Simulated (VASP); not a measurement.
# P (R-3m) in VASP: single point with PBEsol+D3(BJ)

Aim: the single point of P with PBEsol+D3(BJ).

Program: VASP 6.6.1. These are calculated values, not measurements. Logs are shortened: lines on timing, memory, paths and dates and some standing lists are left out, and cuts for length are marked.

**1. The cell of the first run**

It takes space group R-3m (No. 166, trigonal). Conventional cell: a = 3.451 Å, b = 3.451 Å, c = 9.389 Å, α = 90.00°, β = 90.00°, γ = 120.00°. P (site symmetry 3m) has 6 P at 2.29 to 2.82 Å within 3.0 Å.

**2. Single point, PBEsol+D3(BJ)**

Contents of INCAR:

```
SYSTEM = P
PREC = Accurate
ENCUT = 520
EDIFF = 1E-6
ISMEAR = 0
SIGMA = 0.15
LREAL = .FALSE.
LASPH = .TRUE.
NELM = 80
ALGO = Normal
ISIF = 2
LWAVE = .FALSE.
LCHARG = .FALSE.
GGA = PS
IVDW = 12
NBANDS = 12
```

Contents of KPOINTS:

```
Automatic mesh
0
G
  18 18 18
  0 0 0
```

Contents of POSCAR:

```
P
1.0
    1.7257251780      0.9963478961      3.1296800121
   -1.7257251780      0.9963478961      3.1296800121
    0.0000000000     -1.9926957921      3.1296800121
P
2
Direct
    0.2270802500      0.2270802500      0.2270802500
    0.7729197500      0.7729197500      0.7729197500
```

Potentials or basis: VASP PAW PBE potentials, release 64 (P).

Started as:

```
cat potpaw_PBE.64/P/POTCAR > POTCAR
mpirun -np 1 vasp_std > vasp.out
```

OUTCAR:

```text
SYSTEM = P
   PREC = Accurate
   ENCUT = 520
   EDIFF = 1E-6
   ISMEAR = 0
   LREAL = .FALSE.
   LASPH = .TRUE.
   NELM = 80
   ISIF = 2
   GGA = PS
   IVDW = 12
 IVDW          = 12

 ion  position               nearest neighbor table
   1  0.227  0.227  0.227-   2 2.29   2 2.29   2 2.29   2 2.82   2 2.82   2 2.82
   2  0.773  0.773  0.773-   1 2.29   1 2.29   1 2.29   1 2.82   1 2.82   1 2.82

  LATTYP: Found a trigonal (rhomboedric) cell.
 ALAT       =     3.7102201415
 COS(alpha) =     0.5673129383

  Lattice vectors:

 A1 = (   1.7257251780,   0.9963478961,   3.1296800121)
 A2 = (  -1.7257251780,   0.9963478961,   3.1296800121)
 A3 = (   0.0000000000,  -1.9926957921,   3.1296800121)

Analysis of symmetry for initial positions (statically):
=====================================================================
 Subroutine PRICEL returns:
 Original cell was already a primitive cell.

 Routine SETGRP: Setting up the symmetry group for a
 trigonal (rhombohedral) supercell.

 Subroutine GETGRP returns: Found 12 space group operations
 (whereof 12 operations were pure point group operations)
 out of a pool of 12 trial point group operations.

The static configuration has the point symmetry D_3d.

Analysis of symmetry for dynamics (positions and initial velocities):
=====================================================================
 Subroutine PRICEL returns:
 Original cell was already a primitive cell.

 Routine SETGRP: Setting up the symmetry group for a
 trigonal (rhombohedral) supercell.

 Subroutine GETGRP returns: Found 12 space group operations
 (whereof 12 operations were pure point group operations)
 out of a pool of 12 trial point group operations.

The dynamic configuration has the point symmetry D_3d.

 Subroutine INISYM returns: Found 12 space group operations
 (whereof 12 operations are pure point group operations),
 and found     1 'primitive' translations

----------------------------------------------------------------------------------------

                                     Primitive cell

  volume of cell :      32.2875

  direct lattice vectors                    reciprocal lattice vectors
     1.725725178  0.996347896  3.129680012     0.289733271  0.167277582  0.106507161
    -1.725725178  0.996347896  3.129680012    -0.289733271  0.167277582  0.106507161
     0.000000000 -1.992695792  3.129680012     0.000000000 -0.334555164  0.106507161

  length of vectors
     3.710220141  3.710220141  3.710220141     0.351099605  0.351099605  0.351099605

  position of ions in fractional coordinates (direct lattice)
     0.227080250  0.227080250  0.227080250
     0.772919750  0.772919750  0.772919750

  ion indices of the primitive-cell ions
   primitive index   ion index
                 1           1
                 2           2

----------------------------------------------------------------------------------------

 KPOINTS: Automatic mesh

Automatic generation of k-mesh.
 Grid dimensions read from file:
 generate k-points for:   18   18   18

 Generating k-lattice:

  Cartesian coordinates                     Fractional coordinates (reciprocal lattice)
     0.016096293  0.009293199  0.005917065     0.055555556  0.000000000  0.000000000
    -0.016096293  0.009293199  0.005917065     0.000000000  0.055555556  0.000000000
     0.000000000 -0.018586398  0.005917065    -0.000000000 -0.000000000  0.055555556

  Length of vectors
     0.019505534  0.019505534  0.019505534

  Shift w.r.t. Gamma in fractional coordinates (k-lattice)
     0.000000000  0.000000000  0.000000000

 Subroutine IBZKPT returns following result:
 ===========================================

 Found    580 irreducible k-points:

 Following reciprocal coordinates:
            Coordinates               Weight
  0.000000  0.000000  0.000000      1.000000
  0.055556 -0.000000  0.000000      6.000000
  0.111111 -0.000000  0.000000      6.000000
  0.166667 -0.000000 -0.000000      6.000000
  0.222222  0.000000  0.000000      6.000000
  0.277778 -0.000000 -0.000000      6.000000
[... 16 lines left out ...]
 -0.277778  0.055556  0.000000     12.000000
 -0.222222  0.055556  0.000000     12.000000
 [... further k-points ...]
   k-points           NKPTS =    580   k-points in BZ     NKDIM =    580   number of bands    NBANDS=     12
   number of dos      NEDOS =    301   number of ions     NIONS =      2
   total plane-waves  NPLWV =  21952
   dimension x,y,z NGX =    28 NGY =   28 NGZ =   28
   dimension x,y,z NGXF=    56 NGYF=   56 NGZF=   56
   ions per type =               2
   NGX,Y,Z   is equivalent  to a cutoff of  12.55, 12.55, 12.55 a.u.
   NGXF,Y,Z  is equivalent  to a cutoff of  25.09, 25.09, 25.09 a.u.
 SYSTEM =  P
   PREC   = accura    normal or accurate (medium, high low for compatibility)
   ISTART =      0    job   : 0-new  1-cont  2-samecut
   ICHARG =      2    charge: 1-file 2-atom 10-const
   ISPIN  =      1    spin polarized calculation?
   LNONCOLLINEAR =      F non collinear calculations
   LSORBIT =      F    spin-orbit coupling
   LASPH  =      T    aspherical Exc in radial PAW
   ENCUT  =  520.0 eV  38.22 Ry    6.18 a.u.   6.90  6.90  6.90*2*pi/ulx,y,z
   NELM   =     80;   NELMIN=  2; NELMDL= -5     # of ELM steps
   EDIFF  = 0.1E-05   stopping-criterion for ELM
   LREAL  =      F    real-space projection
   EDIFFG = 0.1E-04   stopping-criterion for IOM
   NSW    =      0    number of steps for IOM
   IBRION =     -1    ionic relax: 0-MD 1-quasi-New 2-CG
   NFREE  =      0    steps in history (QN), initial steepest desc. (CG)
   ISIF   =      2    stress and relaxation
   ISYM   =      2    0-nonsym 1-usesym 2-fastsym
   POTIM  = 0.5000    time-step for ionic-motion
   TEBEG  =    0.0;   TEEND  =   0.0 temperature during run
   PSTRESS=    0.0 pullay stress
   NELECT =      10.0000    total number of electrons
   NUPDOWN=      -1.0000    fix difference up-down
   EMIN   =  10.00;   EMAX   =-10.00  energy-range for DOS
   EFERMI =   0.00;   METHOD = LEGACY
   ISMEAR =     0;   SIGMA  =   0.15  broadening in eV -4-tet -1-fermi 0-gaus
   EFERMI_NEDOS =   21; number of points for ismear=-14 and -15
   IALGO  =     38    algorithm
   IMIX   =      4    mixing-type and parameters
     AMIX     =   0.40;   BMIX     =  1.00
     AMIX_MAG =   1.60;   BMIX_MAG =  1.00
  volume/ion in A,a.u.               =      16.14       108.94
  Fermi-wavevector in a.u.,A,eV,Ry     =   1.107636  2.093128 16.692396  1.226857
  Thomas-Fermi vector in A             =   2.244152
   LORBIT       =      0    0 simple, 1 ext, 2 COOP (PROOUT), +10 PAW based schemes
   GGA     = PS    functional components
   LHFCALC =     F    Hartree Fock is set to
   AEXX    =    0.0000 exact exchange contribution
   IVDW    =    12    specifies the selected vdW correction
   LEPSILON=     F    determine dielectric tensor
   LRPA    =     F    only Hartree local field effects (RPA)
 non-spin polarized calculation
 Gauss-broadening in eV      SIGMA  =   0.15
  energy-cutoff  :      520.00
  volume of cell :       32.29
 maximum number of plane-waves:       886
   NGX = 13   NGY = 13   NGZ = 13

 number of electron      10.0000000 magnetization

 Free energy of the ion-electron system (eV)
  ---------------------------------------------------
  ext. energy  EPLUGINS =         0.00000000
  ---------------------------------------------------
  free energy    TOTEN  =       -11.55349092 eV

  energy without entropy =      -11.54945107  energy(sigma->0) =      -11.55147099

 E-fermi :   8.9126     XC(G=0): -10.8703

 val. band max:        8.8991633164   @ k =   0.5000   0.0556  -0.0000
 cond. band min:       8.9152212578   @ k =   0.3889   0.2222   0.2222
 fundamental gap:      0.0160579414
 Fermi energy:         8.9126071057

 k-point     1 :       0.0000    0.0000    0.0000
  band No.  band energies     occupation
      1      -7.6198      2.00000
      2       5.3341      2.00000
      3       5.7716      2.00000
      4       6.0309      2.00000
      5       6.0309      2.00000
      6      10.2099      0.00000
      7      11.5340      0.00000
      8      11.5340      0.00000
      9      14.6924      0.00000
     10      14.6924      0.00000
     11      16.0290      0.00000
     12      16.0602      0.00000

 k-point     2 :       0.0556   -0.0000    0.0000
  band No.  band energies     occupation
      1      -7.5697      2.00000
      2       4.7517      2.00000
      3       5.7886      2.00000
      4       5.9885      2.00000
      5       6.3527      2.00000
      6      10.3870      0.00000
      7      11.5108      0.00000
      8      11.5423      0.00000
      9      14.3326      0.00000
     10      14.3821      0.00000
     11      15.2231      0.00000
     12      16.5929      0.00000

 k-point     3 :       0.1111   -0.0000    0.0000
  band No.  band energies     occupation
      1      -7.4194      2.00000
      2       3.7925      2.00000
      3       5.6806      2.00000
      4       5.8737      2.00000
      5       6.7938      2.00000
      6      10.6555      0.00000
      7      11.4794      0.00000
      8      11.5440      0.00000
      9      13.5982      0.00000
     10      14.0964      0.00000
     11      14.8286      0.00000
     12      17.6203      0.00000

 k-point     4 :       0.1667   -0.0000   -0.0000
  band No.  band energies     occupation
      1      -7.1699      2.00000
      2       2.7143      2.00000
      3       5.5607      2.00000
      4       5.7150      2.00000
      5       7.1636      2.00000
      6      10.5953      0.00000
      7      11.2111      0.00000
      8      11.4906      0.00000
      9      13.4023      0.00000
     10      14.2546      0.00000
     11      14.6260      0.00000
     12      18.8240      0.00000

 k-point     5 :       0.2222    0.0000    0.0000
  band No.  band energies     occupation
      1      -6.8226      2.00000
      2       1.5937      2.00000
      3       5.4725      2.00000
      4       5.5428      2.00000
      5       7.4649      2.00000
      6      10.3150      0.00000
      7      10.7931      0.00000
      8      10.9357      0.00000
      9      14.0994      0.00000
     10      14.6341      0.00000
     11      14.8301      0.00000
     12      20.1353      0.00000
[... 228 lines left out ...]
      1      -4.9494      2.00000
      2      -1.9458      2.00000
      3       4.6935      2.00000
      4       5.7278      2.00000
      5       7.6767      2.00000
      6       8.9595      0.65838
      7       9.1402      0.03193
      8      10.4302      0.00000
      9      16.0306      0.00000
     10      17.5069      0.00000
     11      19.4938      0.00000
     12      21.1508      0.00000

 k-point    22 :      -0.3333    0.0556    0.0000
  band No.  band energies     occupation
      1      -5.5845      2.00000
      2      -0.9750      2.00000
      3       4.7557      2.00000
      4       5.8110      2.00000
      5       7.6062      2.00000
      6       9.2379      0.00217
      7       9.3497      0.00004
      8      10.6582      0.00000
      9      15.2940      0.00000
     10      16.3012      0.00000
     11      18.2325      0.00000
     12      21.9949      0.00000

 k-point    23 :      -0.2778    0.0556    0.0000
  band No.  band energies     occupation
      1      -6.1486      2.00000
      2       0.0717      2.00000
      3       4.8663      2.00000
      4       5.8674      2.00000
      5       7.4883      2.00000
      6       9.6584      0.00000
      7       9.7125      0.00000
      8      10.9060      0.00000
      9      14.7076      0.00000
     10      15.2757      0.00000
     11      17.0081      0.00000
     12      21.1905      0.00000

 k-point    24 :      -0.2222    0.0556    0.0000
  band No.  band energies     occupation
      1      -6.6253      2.00000
      2       1.1617      2.00000
      3       5.0229      2.00000
      4       5.9176      2.00000
      5       7.3032      2.00000
      6      10.0750      0.00000
      7      10.2952      0.00000
      8      11.1477      0.00000
      9      13.9962      0.00000
     10      14.7804      0.00000
     11      15.9099      0.00000
     12      19.8756      0.00000

 [... further k-points ...]

------------------------ aborting loop because EDIFF is reached ----------------------------------------

 Edisp (eV)   -0.70006

 E8    (eV) :    -0.4152

  FORCE on cell =-STRESS in cart. coord.  units (eV):
  Direction    XX          YY          ZZ          XY          YZ          ZX
  --------------------------------------------------------------------------------------
  -------------------------------------------------------------------------------------
  Total      -0.97896    -0.97896    -1.22109     0.00000    -0.00000     0.00000
  in kB     -48.57814   -48.57814   -60.59306     0.00000    -0.00000     0.00000
  external pressure =      -52.58 kB  Pullay stress =        0.00 kB

 VOLUME and BASIS-vectors are now :
 -----------------------------------------------------------------------------
  energy-cutoff  :      520.00
  volume of cell :       32.29
      direct lattice vectors                 reciprocal lattice vectors
     1.725725178  0.996347896  3.129680012     0.289733271  0.167277582  0.106507161
    -1.725725178  0.996347896  3.129680012    -0.289733271  0.167277582  0.106507161
     0.000000000 -1.992695792  3.129680012     0.000000000 -0.334555164  0.106507161

 POSITION                                       TOTAL-FORCE (eV/Angst)
 -----------------------------------------------------------------------------------
      0.00000      0.00000      2.13207         0.000000      0.000000      0.296130
      0.00000      0.00000      7.25697         0.000000     -0.000000     -0.296130
 -----------------------------------------------------------------------------------
    total drift:                                0.000000     -0.000000     -0.000000

  FREE ENERGIE OF THE ION-ELECTRON SYSTEM (eV)
  ---------------------------------------------------
  free  energy   TOTEN  =       -12.2535481257 eV

  energy  without entropy=      -12.2495082706  energy(sigma->0) =      -12.25152820
```

It took 2.4 min on 1 thread of Intel Xeon Platinum 8259CL at 2.50GHz (Skylake/Cascade Lake), shared host; peak memory 0.3 GiB.

What came out:

```yaml
Free_energy: -12.2535 eV
Pressure: -5.3 GPa
Largest_force: 0.296 eV/Å
Band_gap_on_the_k_mesh: zero (bands 5 and 6 overlap by 0.81 eV)
Dispersion_energy_per_atom: -0.350 eV
```

Forces in eV/Å, atoms in the order of the input:
```
P    0.000  0.000  0.296
P    0.000  0.000 -0.296
```

Caveat: the cell stands under tension; the PAW data sets were made with another functional, which shifts forces and pressure a little.
